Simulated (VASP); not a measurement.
Crystal: NaCl.

```
Na Cl
1.0
     3.45955    0.00778    0.00000
     0.00778    3.45955    0.00000
     0.00000    0.00000    3.45955
Na Cl
1 1
Direct
  0.00000 0.00000 0.00000
  0.50000 0.50000 0.50000
```

This cell differs from its parent crystal: shear xy strain +0.5%.

Base run:

```yaml
Program: VASP 6.6.1
Functional: PBE
Potentials_or_basis: VASP PAW PBE potentials, release 64 (Na_pv, Cl)
Cutoff: 520 eV
k_mesh: 8 × 8 × 8
Occupations: fermi-dirac, width 0.02 eV
Spin: no spin polarisation
```

Its results: band gap on the k mesh 4.10 eV (least direct gap 4.62 eV); pressure 1.1 GPa.

Task: The run is repeated on the same cell with these changes: functional from PBE to r2SCAN; occupations from fermi-dirac, width 0.02 eV to gaussian, width 0.01 eV. What comes out?

Result: Band gap on the k mesh 4.95 eV (least direct gap 5.48 eV); pressure -0.3 GPa.

Caveats: the PAW data sets were made with another functional, which shifts forces and pressure a little (at least some runs).

A k mesh can miss the band edges.
